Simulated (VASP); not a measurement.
# Os (Fm-3m) in VASP: a series of runs

Runs on Os. Level: PBE. Tasks: relaxation of cell and atoms, single point.

Everything below comes from runs of VASP 6.6.1. Logs are shortened: lines on timing, memory, paths and dates and some standing lists are left out, and cuts for length are marked.

## 1. The cell of the first run

The structure is cubic, space group Fm-3m (No. 225). The conventional cell has a = 3.855 Å, b = 3.855 Å, c = 3.855 Å, α = 90.00°, β = 90.00°, γ = 90.00°. Within 3.6 Å of Os (site symmetry m-3m) lie 12 Os at 2.73 Å.

## 2. Relaxation of cell and atoms, PBE

INCAR reads:

```
ALGO = Fast
EDIFF = 1E-6
EDIFFG = -0.005
ENCUT = 600
GGA = PE
IBRION = 2
ISIF = 3
ISMEAR = 0
LASPH = T
LCHARG = F
LREAL = F
LWAVE = F
NELM = 100
NSW = 100
PREC = Accurate
SIGMA = 0.1
```

KPOINTS reads:

```
k-points
0
Gamma
  18 18 18
```

POSCAR reads:

```
Os
1.0
    0.0000000000     -1.9277479013     -1.9277479013
    1.9277479013      0.0000000000     -1.9277479013
    1.9277479013     -1.9277479013      0.0000000000
Os
1
Direct
    0.0000000000      0.0000000000      0.0000000000
```

Potentials or basis: VASP PAW PBE potentials, release 64 (Os).

The run is started by

```console
cat potpaw_PBE.64/Os/POTCAR > POTCAR
mpirun -np 1 vasp_std > vasp.out
```

OUTCAR:

```text
EDIFF = 1E-6
   EDIFFG = -0.005
   ENCUT = 600
   GGA = PE
   IBRION = 2
   ISIF = 3
   ISMEAR = 0
   LASPH = T
   LREAL = F
   NELM = 100
   NSW = 100
   PREC = Accurate

 ion  position               nearest neighbor table
   1  0.000  0.000  0.000-

  LATTYP: Found a face centered cubic cell.
 ALAT       =     3.8554958026

  Lattice vectors:

 A1 = (   0.0000000000,  -1.9277479013,  -1.9277479013)
 A2 = (   1.9277479013,   0.0000000000,  -1.9277479013)
 A3 = (   1.9277479013,  -1.9277479013,   0.0000000000)

Analysis of symmetry for initial positions (statically):
=====================================================================
 Subroutine PRICEL returns:
 Original cell was already a primitive cell.

 Routine SETGRP: Setting up the symmetry group for a
 face centered cubic supercell.

 Subroutine GETGRP returns: Found 48 space group operations
 (whereof 48 operations were pure point group operations)
 out of a pool of 48 trial point group operations.

The static configuration has the point symmetry O_h .

Analysis of symmetry for dynamics (positions and initial velocities):
=====================================================================
 Subroutine PRICEL returns:
 Original cell was already a primitive cell.

 Routine SETGRP: Setting up the symmetry group for a
 face centered cubic supercell.

 Subroutine GETGRP returns: Found 48 space group operations
 (whereof 48 operations were pure point group operations)
 out of a pool of 48 trial point group operations.

The dynamic configuration has the point symmetry O_h .

 Subroutine INISYM returns: Found 48 space group operations
 (whereof 48 operations are pure point group operations),
 and found     1 'primitive' translations

----------------------------------------------------------------------------------------

                                     Primitive cell

  volume of cell :      14.3278

  direct lattice vectors                    reciprocal lattice vectors
     0.000000000 -1.927747901 -1.927747901    -0.259370014 -0.259370014 -0.259370014
     1.927747901  0.000000000 -1.927747901     0.259370014  0.259370014 -0.259370014
     1.927747901 -1.927747901  0.000000000     0.259370014 -0.259370014  0.259370014

  length of vectors
     2.726247227  2.726247227  2.726247227     0.449242042  0.449242042  0.449242042

  position of ions in fractional coordinates (direct lattice)
     0.000000000  0.000000000  0.000000000

  ion indices of the primitive-cell ions
   primitive index   ion index
                 1           1

----------------------------------------------------------------------------------------

 KPOINTS: k-points

Automatic generation of k-mesh.
 Grid dimensions read from file:
 generate k-points for:   18   18   18

 Generating k-lattice:

  Cartesian coordinates                     Fractional coordinates (reciprocal lattice)
    -0.014409445 -0.014409445 -0.014409445     0.055555556  0.000000000  0.000000000
     0.014409445  0.014409445 -0.014409445     0.000000000  0.055555556  0.000000000
     0.014409445 -0.014409445  0.014409445     0.000000000  0.000000000  0.055555556

  Length of vectors
     0.024957891  0.024957891  0.024957891

  Shift w.r.t. Gamma in fractional coordinates (k-lattice)
     0.000000000  0.000000000  0.000000000

 Subroutine IBZKPT returns following result:
 ===========================================

 Found    195 irreducible k-points:

 Following reciprocal coordinates:
            Coordinates               Weight
  0.000000  0.000000  0.000000      1.000000
  0.055556  0.000000  0.000000      8.000000
  0.111111  0.000000  0.000000      8.000000
  0.166667  0.000000  0.000000      8.000000
  0.222222  0.000000  0.000000      8.000000
  0.277778  0.000000  0.000000      8.000000
[... 16 lines left out ...]
 -0.277778  0.055556  0.000000     24.000000
 -0.222222  0.055556  0.000000     24.000000
 [... further k-points ...]
   k-points           NKPTS =    195   k-points in BZ     NKDIM =    195   number of bands    NBANDS=      8
   number of dos      NEDOS =    301   number of ions     NIONS =      1
   total plane-waves  NPLWV =  13824
   dimension x,y,z NGX =    24 NGY =   24 NGZ =   24
   dimension x,y,z NGXF=    48 NGYF=   48 NGZF=   48
   ions per type =               1
   NGX,Y,Z   is equivalent  to a cutoff of  14.64, 14.64, 14.64 a.u.
   NGXF,Y,Z  is equivalent  to a cutoff of  29.27, 29.27, 29.27 a.u.
 SYSTEM =  unknown system
   PREC   = accura    normal or accurate (medium, high low for compatibility)
   ISTART =      0    job   : 0-new  1-cont  2-samecut
   ICHARG =      2    charge: 1-file 2-atom 10-const
   ISPIN  =      1    spin polarized calculation?
   LNONCOLLINEAR =      F non collinear calculations
   LSORBIT =      F    spin-orbit coupling
   LASPH  =      T    aspherical Exc in radial PAW
   ENCUT  =  600.0 eV  44.10 Ry    6.64 a.u.   5.44  5.44  5.44*2*pi/ulx,y,z
   NELM   =    100;   NELMIN=  2; NELMDL= -5     # of ELM steps
   EDIFF  = 0.1E-05   stopping-criterion for ELM
   LREAL  =      F    real-space projection
   EDIFFG = -.5E-02   stopping-criterion for IOM
   NSW    =    100    number of steps for IOM
   IBRION =      2    ionic relax: 0-MD 1-quasi-New 2-CG
   NFREE  =      1    steps in history (QN), initial steepest desc. (CG)
   ISIF   =      3    stress and relaxation
   ISYM   =      2    0-nonsym 1-usesym 2-fastsym
   POTIM  = 0.5000    time-step for ionic-motion
   TEBEG  =    0.0;   TEEND  =   0.0 temperature during run
   PSTRESS=    0.0 pullay stress
   NELECT =       8.0000    total number of electrons
   NUPDOWN=      -1.0000    fix difference up-down
   EMIN   =  10.00;   EMAX   =-10.00  energy-range for DOS
   EFERMI =   0.00;   METHOD = LEGACY
   ISMEAR =     0;   SIGMA  =   0.10  broadening in eV -4-tet -1-fermi 0-gaus
   EFERMI_NEDOS =   21; number of points for ismear=-14 and -15
   IALGO  =     68    algorithm
   IMIX   =      4    mixing-type and parameters
     AMIX     =   0.40;   BMIX     =  1.00
     AMIX_MAG =   1.60;   BMIX_MAG =  1.00
  volume/ion in A,a.u.               =      14.33        96.69
  Fermi-wavevector in a.u.,A,eV,Ry     =   1.348066  2.547476 24.725633  1.817283
  Thomas-Fermi vector in A             =   2.475766
   LORBIT       =      0    0 simple, 1 ext, 2 COOP (PROOUT), +10 PAW based schemes
   GGA     = PE    functional components
   LHFCALC =     F    Hartree Fock is set to
   AEXX    =    0.0000 exact exchange contribution
   IVDW    =     0    specifies the selected vdW correction
   LEPSILON=     F    determine dielectric tensor
   LRPA    =     F    only Hartree local field effects (RPA)
 conjugate gradient relaxation of ions
 non-spin polarized calculation
 RMM-DIIS sequential band-by-band and
 Gauss-broadening in eV      SIGMA  =   0.10
  energy-cutoff  :      600.00
  volume of cell :       14.33
 maximum number of plane-waves:       531
 NGX is ok and might be reduce to    24
   NGX = 11   NGY = 11   NGZ = 11

--------------------------------------- Ionic step        1  -------------------------------------------

 number of electron       8.0000000 magnetization

 Free energy of the ion-electron system (eV)
  ---------------------------------------------------
  ext. energy  EPLUGINS =         0.00000000
  ---------------------------------------------------
  free energy    TOTEN  =       -11.11616243 eV

  energy without entropy =      -11.11211633  energy(sigma->0) =      -11.11413938

------------------------ aborting loop because EDIFF is reached ----------------------------------------

  FORCE on cell =-STRESS in cart. coord.  units (eV):
  Direction    XX          YY          ZZ          XY          YZ          ZX
  --------------------------------------------------------------------------------------
  -------------------------------------------------------------------------------------
  Total        0.0133007      0.0133007      0.0133007      0.0000000     -0.0000000      0.0000000
  in kB        1.4873161      1.4873161      1.4873161      0.0000000     -0.0000000      0.0000000
  external PRESSURE =       1.4873161 kB  Pullay stress =       0.0000000 kB
[... 55 lines left out ...]
  energy  without entropy=      -11.1120528366  energy(sigma->0) =      -11.11408149

--------------------------------------- Ionic step        3  -------------------------------------------

 number of electron       8.0000000 magnetization

 Free energy of the ion-electron system (eV)
  ---------------------------------------------------
  ext. energy  EPLUGINS =         0.00000000
  ---------------------------------------------------
  free energy    TOTEN  =       -11.11616065 eV

  energy without entropy =      -11.11211414  energy(sigma->0) =      -11.11413740

 E-fermi :   8.9517     XC(G=0): -13.9165

 val. band max:        8.9153012690   @ k =  -0.3889   0.3333   0.0000
 cond. band min:       8.9581365425   @ k =  -0.2222   0.2778   0.0556
 fundamental gap:      0.0428352735
 Fermi energy:         8.9517298474

 k-point     1 :       0.0000    0.0000    0.0000
  band No.  band energies     occupation
      1      -1.6218      2.00000
      2       6.0910      2.00000
      3       6.0910      2.00000
      4       6.0910      2.00000
      5       9.0308      0.26331
      6       9.0308      0.26331
      7      23.2543      0.00000
      8      28.9301      0.00000
[... 243 lines left out ...]
 k-point    24 :      -0.2222    0.0556    0.0000
  band No.  band energies     occupation
      1       0.6451      2.00000
      2       5.2874      2.00000
      3       6.5554      2.00000
      4       6.6672      2.00000
      5       8.6786      1.99989
      6       9.6348      0.00000
      7      23.4605      0.00000
      8      26.5387      0.00000

 [... further k-points ...]

------------------------ aborting loop because EDIFF is reached ----------------------------------------

  FORCE on cell =-STRESS in cart. coord.  units (eV):
  Direction    XX          YY          ZZ          XY          YZ          ZX
  --------------------------------------------------------------------------------------
  -------------------------------------------------------------------------------------
  Total       -0.0010156     -0.0010156     -0.0010156     -0.0000000      0.0000000      0.0000000
  in kB       -0.1135389     -0.1135389     -0.1135389     -0.0000000      0.0000000      0.0000000
  external PRESSURE =      -0.1135389 kB  Pullay stress =       0.0000000 kB
[... 16 lines left out ...]
  FREE ENERGIE OF THE ION-ELECTRON SYSTEM (eV)
  ---------------------------------------------------
  free  energy   TOTEN  =       -11.1161606524 eV

  energy  without entropy=      -11.1121141438  energy(sigma->0) =      -11.11413740

 reached required accuracy - stopping structural energy minimisation
```

Run time: 18 s. Hardware: 1 thread of Intel Xeon 6975P-C (Granite Rapids), shared host; peak memory 0.17 GiB.

Results:

- Free energy: -11.1162 eV
- Relaxed volume: 14.33 Å³/atom
- Relaxed cell: a = 2.726 Å, b = 2.726 Å, c = 2.726 Å, α = 60.00°, β = 60.00°, γ = 60.00°
- Space group after relaxing (to 0.05 Å): Fm-3m (No. 225)
- Energy gained by relaxing: 0.0 meV/atom
- Ionic steps: 3
- Pressure after relaxing: 0.0 GPa
- Band gap on the k mesh: zero (band 4 reaches 11.32 eV, above the bottom of band 5 at 7.64 eV)

Final structure:
```
CELL_PARAMETERS angstrom
0.00000 -1.92791 -1.92791
1.92791 0.00000 -1.92791
1.92791 -1.92791 0.00000
ATOMIC_POSITIONS crystal
Os 0.00000 0.00000 0.00000
```

Levels at points of the mesh, in eV from the Fermi level:
```
           k point  band 2  band 3  band 4  band 5  band 6  band 7
(0.00, 0.00, 0.00)   -2.86   -2.86   -2.86    0.08    0.08   14.30
(0.50, 0.00, 0.00)   -3.01   -3.01   -0.18    2.41    2.41    8.75
(0.50, 0.50, 0.00)   -6.62    2.34    2.37    3.07    3.07   12.16
```

Caveat: spin-orbit coupling is left out, which moves the levels of the heavy elements.

## 3. Single point, PBE

INCAR reads:

```
SYSTEM = Os
PREC = Accurate
ENCUT = 600
EDIFF = 1E-6
ISMEAR = 0
SIGMA = 0.1
LREAL = .FALSE.
LASPH = .TRUE.
NELM = 120
ALGO = Normal
ISIF = 2
LWAVE = .FALSE.
LCHARG = .TRUE.
GGA = PE
LELF = .TRUE.
LVHAR = .TRUE.
NBANDS = 10
GGA_COMPAT = .FALSE.
```

KPOINTS reads:

```
regular mesh
0
G
  8 8 8
  0 0 0
```

POSCAR reads:

```
Os
1.0
    0.0000000000     -1.9277478999     -1.9277478999
    1.9277478999      0.0000000000     -1.9277478999
    1.9277478999     -1.9277478999      0.0000000000
Os
1
Direct
    0.0000000000      0.0000000000      0.0000000000
```

Potentials or basis: VASP PAW PBE potentials, release 64 (Os).

The run is started by

```console
cat potpaw_PBE.64/Os/POTCAR > POTCAR
mpirun -np 1 vasp_std > vasp.out
```

It took 3.8 s on 1 thread of Intel Xeon 6975P-C (Granite Rapids), shared host; peak memory 0.14 GiB.

It converged, with:

| Item | Value |
| --- | --- |
| Free energy | -11.1272 eV |
| Pressure | 0.1 GPa |
| Band gap on the k mesh | zero (band 4 reaches 11.31 eV, above the bottom of band 5 at 8.09 eV) |

Levels at points of the mesh, in eV from the Fermi level:
```tsv
k point	band 1	band 2	band 3	band 4	band 5	band 6	band 7	band 8
(0.00, 0.00, 0.00)	-10.41	-2.70	-2.70	-2.70	0.23	0.23	14.48	20.14
(0.50, 0.00, 0.00)	-7.29	-2.86	-2.86	-0.02	2.56	2.56	8.92	14.00
(0.50, 0.50, 0.00)	-7.17	-6.46	2.51	2.52	3.23	3.23	12.12	12.33
```

Caveat: spin-orbit coupling is left out, which moves the levels of the heavy elements.
